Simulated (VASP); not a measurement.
# SnSe (P-1) in VASP: notebook, part 2 of 2

VASP 6.6.1. Earlier steps stand in the parts before.

## (4) Single point, PBE+D3(BJ)

File INCAR:

```
PREC = Accurate ; ENCUT = 520
EDIFF = 1E-6 ; ISMEAR = 0
SIGMA = 0.05 ; LREAL = False
LASPH = True ; NELM = 60
ALGO = Normal ; ISIF = 2
LWAVE = False ; LCHARG = False
GGA = PE ; IVDW = 12
NBANDS = 50
```

File KPOINTS:

```
Automatic mesh
0
Gamma
  8 8 3
```

File POSCAR:

```
SnSe
1.0
    0.0000000000     -4.1672321195      0.0000000000
    0.0000000000      0.0000000000     -4.3883961024
   11.4836155581     -0.3471304356      0.3655533953
Sn Se
4 4
Direct
    0.6985492638      0.9553949110      0.6176558965
    0.2181507362      0.1279050890      0.3823441035
    0.1765007362      0.4774434386      0.8823441035
    0.7401992638      0.6058565614      0.1176558965
    0.7202623871      0.5527449322      0.3569941520
    0.1964376129      0.5305550678      0.6430058480
    0.2380876129      0.0349197064      0.1430058480
    0.6786123871      1.0483802936      0.8569941520
```

Potentials or basis: VASP PAW PBE potentials, release 64 (Sn_d, Se).

Run with:

```sh
> cat potpaw_PBE.64/Sn_d/POTCAR potpaw_PBE.64/Se/POTCAR > POTCAR
> mpirun -np 1 vasp_std > vasp.out
```

OUTCAR:

```text
PREC = Accurate
   ENCUT = 520
   EDIFF = 1E-6
   ISMEAR = 0
   LREAL = False
   LASPH = True
   NELM = 60
   ISIF = 2
   GGA = PE
   IVDW = 12
 IVDW          = 12

 ion  position               nearest neighbor table
   1  0.699  0.955  0.618-   8 2.77   6 2.82   6 2.82   2 3.51   2 3.51
   2  0.218  0.128  0.382-   7 2.77   5 2.82   5 2.82   1 3.51   1 3.51
   3  0.177  0.477  0.882-   6 2.77   8 2.82   8 2.82   4 3.25   4 3.67
   4  0.740  0.606  0.118-   5 2.77   7 2.82   7 2.82   3 3.25   3 3.67
   5  0.720  0.553  0.357-   4 2.77   2 2.82   2 2.82
   6  0.196  0.531  0.643-   3 2.77   1 2.82   1 2.82
   7  0.238  0.035  0.143-   2 2.77   4 2.82   4 2.82
   8  0.679  0.048  0.857-   1 2.77   3 2.82   3 2.82

  LATTYP: Found a triclinic cell.
 ALAT       =     4.1672321195
 B/A-ratio  =     1.4522262085
 C/A-ratio  =     3.1143683187
 COS(alpha) =     0.0147510325
 COS(beta)  =     0.3478393976
 COS(gamma) =     0.6885979568

  Lattice vectors:

 A1 = (   0.0000000000,   4.1672321195,   0.0000000000)
[... 194 lines left out ...]
 cond. band min:       6.1261412340   @ k =   0.0000   0.0000   0.0000
 fundamental gap:      0.5466572324
 Fermi energy:         5.8442273842

 k-point     1 :       0.0000    0.0000    0.0000
  band No.  band energies     occupation
      1     -15.7693      2.00000
      2     -15.7654      2.00000
      3     -15.7494      2.00000
      4     -15.7489      2.00000
      5     -15.7385      2.00000
      6     -15.7279      2.00000
[... 1261 lines left out ...]
     49      10.6488      0.00000
     50      10.7131      0.00000

 [... further k-points ...]

------------------------ aborting loop because EDIFF is reached ----------------------------------------

 Edisp (eV)   -2.94726

 E8    (eV) :    -1.3294

  FORCE on cell =-STRESS in cart. coord.  units (eV):
  Direction    XX          YY          ZZ          XY          YZ          ZX
  --------------------------------------------------------------------------------------
  -------------------------------------------------------------------------------------
  Total       0.21066     0.29573    -0.15198     0.66206    -0.15725    -0.62929
  in kB       1.60714     2.25621    -1.15950     5.05098    -1.19966    -4.80098
  external pressure =        0.90 kB  Pullay stress =        0.00 kB

 VOLUME and BASIS-vectors are now :
 -----------------------------------------------------------------------------
  energy-cutoff  :      520.00
  volume of cell :      210.01
      direct lattice vectors                 reciprocal lattice vectors
     0.000000000 -4.167232120  0.000000000    -0.007253813 -0.239967434  0.000000000
     0.000000000  0.000000000 -4.388396102     0.007253813  0.000000000 -0.227873687
    11.483615558 -0.347130436  0.365553395     0.087080588  0.000000000  0.000000000

 POSITION                                       TOTAL-FORCE (eV/Angst)
 -----------------------------------------------------------------------------------
      7.09292     -3.12542     -3.96687         0.015600     -0.013721     -0.024948
      4.39069     -1.04181     -0.42153        -0.015600      0.013721      0.024948
     10.13250     -1.04181     -1.77267        -0.170121     -0.094529      0.008225
      1.35112     -3.12542     -2.61573         0.170121      0.094529     -0.008225
      4.09958     -3.12542     -2.29516        -0.032034      0.006361     -0.022854
      7.38403     -1.04181     -2.09323         0.032034     -0.006361      0.022854
      1.64222     -1.04181     -0.10097         0.028652      0.071141     -0.156837
      9.84139     -3.12542      0.10097        -0.028652     -0.071141      0.156837
 -----------------------------------------------------------------------------------
    total drift:                                0.000009     -0.000032      0.000023

  FREE ENERGIE OF THE ION-ELECTRON SYSTEM (eV)
  ---------------------------------------------------
  free  energy   TOTEN  =       -35.6631515111 eV

  energy  without entropy=      -35.6631515111  energy(sigma->0) =      -35.66315151
```

OSZICAR:

```text
N       E                     dE             d eps       ncg     rms          rms(c)
DAV:   1     0.876968687230E+03    0.87697E+03   -0.36767E+04 10620   0.208E+03
DAV:   2     0.119522093978E+03   -0.75745E+03   -0.73241E+03  9800   0.602E+02
DAV:   3    -0.231433411456E+02   -0.14267E+03   -0.13590E+03 11600   0.204E+02
DAV:   4    -0.331009593830E+02   -0.99576E+01   -0.97771E+01 11582   0.545E+01
DAV:   5    -0.334395163281E+02   -0.33856E+00   -0.33727E+00 11718   0.107E+01    0.646E+00
DAV:   6    -0.327232594034E+02    0.71626E+00   -0.12204E+00 13588   0.573E+00    0.402E+00
DAV:   7    -0.327187797368E+02    0.44797E-02   -0.57395E-01 12834   0.268E+00    0.151E+00
DAV:   8    -0.327155274864E+02    0.32523E-02   -0.59294E-02 12768   0.157E+00    0.347E-01
DAV:   9    -0.327157425648E+02   -0.21508E-03   -0.77270E-03 12226   0.583E-01    0.107E-01
DAV:  10    -0.327158397216E+02   -0.97157E-04   -0.88177E-04 12260   0.148E-01    0.588E-02
DAV:  11    -0.327159028899E+02   -0.63168E-04   -0.25783E-04 12662   0.939E-02    0.213E-02
DAV:  12    -0.327158885399E+02    0.14350E-04   -0.35763E-05 12294   0.338E-02    0.824E-03
DAV:  13    -0.327158887486E+02   -0.20866E-06   -0.68257E-06  9296   0.928E-03
   1 F= -.35663152E+02 E0= -.35663152E+02  d E =-.199023E-15
```

stdout:

```text
POSCAR found type information on POSCAR SnSe
 POSCAR found :  2 types and       8 ions
 scaLAPACK will be used
 LDA part: xc-table for (Slater+PW92), standard interpolation
 POSCAR, INCAR and KPOINTS ok, starting setup
 FFT: planning ... GRIDC
 FFT: planning ... GRID_SOFT
 FFT: planning ... GRID
 WAVECAR not read
 entering main loop
```

It took 16 min on 1 thread of Oxide Virtual Turin-like, shared host; peak memory 0.82 GiB.

Results:

```yaml
Free_energy: -35.6632 eV
Pressure: 0.1 GPa
Largest_force: 0.195 eV/Å
Band_gap_on_the_k_mesh: 0.55 eV (least direct gap 0.92 eV)
Dispersion_energy_per_atom: -0.368 eV
```

Forces in eV/Å, atoms in the order of the input:
```
Sn   0.016 -0.014 -0.025
Sn  -0.016  0.014  0.025
Sn  -0.170 -0.095  0.008
Sn   0.170  0.095 -0.008
Se  -0.032  0.006 -0.023
Se   0.032 -0.006  0.023
Se   0.029  0.071 -0.157
Se  -0.029 -0.071  0.157
```

Stress tensor (GPa, compression positive):
```
 0.16  0.51 -0.48
 0.51  0.23 -0.12
-0.48 -0.12 -0.12
```

Levels at points of the mesh, in eV from the valence-band top:
| k point | band 36 | band 37 | band 38 | band 39 | band 40 | band 41 | band 42 | band 43 | band 44 | band 45 |
| --- | --- | --- | --- | --- | --- | --- | --- | --- | --- | --- |
| (0.00, 0.00, 0.00) | -1.78 | -1.59 | -1.25 | -0.68 | -0.38 | 0.55 | 3.06 | 3.06 | 3.18 | 3.41 |
| (0.50, 0.00, 0.00) | -1.54 | -1.15 | -0.91 | -0.67 | -0.47 | 0.94 | 1.06 | 1.40 | 1.51 | 1.70 |
| (0.00, 0.50, 0.00) | -1.33 | -0.85 | -0.69 | -0.17 | -0.16 | 1.26 | 1.38 | 1.53 | 1.55 | 1.62 |
| (0.50, 0.50, 0.00) | -3.18 | -2.33 | -1.91 | -1.78 | -1.43 | 2.54 | 2.84 | 2.92 | 3.05 | 4.68 |

Caveat: spin-orbit coupling is left out, which moves the levels of the heavy elements; an odd mesh through Γ misses points on the zone boundary, where band edges can lie.

## (5) Summary

```tsv
cell	gap on the mesh (eV)	pressure (GPa)	largest force (eV/Å)
a = 4.167, b = 4.388, c = 11.528 Å, angles 93.6, 86.5, 90.0°, 8 atoms	0.43	0.5	0.65
a = 4.167, b = 4.388, c = 12.172 Å, angles 103.9, 76.8, 90.0°, 8 atoms	0.37	0.5	0.38
a = 4.167, b = 4.388, c = 11.495 Å, angles 91.8, 88.3, 90.0°, 8 atoms	0.55	0.1	0.19
```

Alike in all rows: task single point; level PBE+D3(BJ); potentials or basis VASP PAW PBE potentials, release 64 (Sn_d, Se); no spin polarisation; k mesh 8 × 8 × 3; cutoff (eV) 520; smearing gaussian 0.05 eV.

Caveats: spin-orbit coupling is left out, which moves the levels of the heavy elements; an odd mesh through Γ misses points on the zone boundary, where band edges can lie.

Total energies depend on the potentials used, so only differences within one code and one set of settings carry meaning.
